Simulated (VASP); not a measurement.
**SnO2: single point with PBE+D3(BJ)**

SnO2:

```
Sn O
1.0
     3.23734    1.86908    4.29084
    -3.23734    1.86908    4.29084
     0.00000   -3.73816    4.29084
Sn O
4 8
Direct
  0.86237 0.86598 0.86598
  0.36240 0.36599 0.86599
  0.36240 0.86599 0.36599
  0.86238 0.36599 0.36599
  0.12393 0.61978 0.61978
  0.62394 0.11982 0.61979
  0.62394 0.61979 0.11982
  0.62344 0.60089 0.60089
  0.12394 0.11981 0.11981
  0.12346 0.10085 0.60087
  0.12346 0.60087 0.10085
  0.62345 0.10087 0.10087
```

This cell differs from its parent crystal: atoms displaced along a vibrational mode.

| Item | Value |
| --- | --- |
| Program | VASP 6.6.1 |
| Task | single point |
| Functional | PBE |
| Dispersion | D3(BJ) |
| Potentials or basis | VASP PAW PBE potentials, release 64 (Sn_d, O) |
| Cutoff | 520 eV |
| k mesh | 6 × 6 × 6 |
| Occupations | gaussian, width 0.05 eV |
| Spin | no spin polarisation |

- Pressure: 1.4 GPa
- Largest force: 1.073 eV/Å
- Band gap on the k mesh: 1.55 eV
- Dispersion energy per atom: -0.201 eV

Forces in eV/Å, atoms in the order of the input:
```
Sn   0.923  0.533 -0.125
Sn   0.917  0.531 -0.127
Sn   0.919  0.529 -0.127
Sn   0.921  0.531 -0.123
O   -0.042 -0.024 -0.072
O   -0.042 -0.025 -0.074
O   -0.043 -0.023 -0.074
O   -0.876 -0.506  0.198
O   -0.042 -0.024 -0.074
O   -0.879 -0.507  0.199
O   -0.879 -0.508  0.199
O   -0.877 -0.506  0.199
```

Stress tensor (GPa, compression positive):
```
 1.94  0.60 -3.07
 0.60  1.25 -1.77
-3.07 -1.77  0.92
```

Levels at points of the mesh, in eV from the valence-band top:
| k point | band 48 | band 49 | band 50 | band 51 | band 52 | band 53 | band 54 | band 55 | band 56 | band 57 |
| --- | --- | --- | --- | --- | --- | --- | --- | --- | --- | --- |
| (0.00, 0.00, 0.00) | -0.56 | -0.09 | -0.04 | -0.04 | 0.00 | 1.55 | 4.72 | 4.72 | 4.90 | 5.45 |
| (0.50, 0.00, 0.00) | -0.57 | -0.35 | -0.35 | -0.10 | -0.10 | 4.12 | 4.12 | 5.50 | 5.50 | 6.63 |
| (0.00, 0.50, 0.00) | -0.51 | -0.42 | -0.42 | -0.07 | -0.07 | 4.02 | 4.02 | 5.56 | 5.56 | 6.64 |
| (0.50, 0.50, 0.00) | -0.90 | -0.58 | -0.58 | -0.15 | -0.15 | 4.43 | 4.43 | 5.57 | 5.57 | 7.36 |
| (0.00, 0.50, 0.50) | -0.87 | -0.59 | -0.59 | -0.20 | -0.20 | 4.52 | 4.52 | 5.47 | 5.47 | 7.41 |
| (0.50, 0.50, 0.50) | -1.05 | -0.99 | -0.93 | -0.93 | -0.93 | 3.47 | 5.21 | 5.21 | 5.43 | 5.74 |

Run time: 15 min on 1 thread of Oxide Virtual Turin-like Processor (shared host), peak memory 0.54 GiB.

Caveat: the cell differs from its parent crystal (atoms displaced along a vibrational mode); spin-orbit coupling is left out, which moves the levels of the heavy elements; forces of over 1 eV/Å act on the atoms, so gaps and moduli don't describe the material at rest.
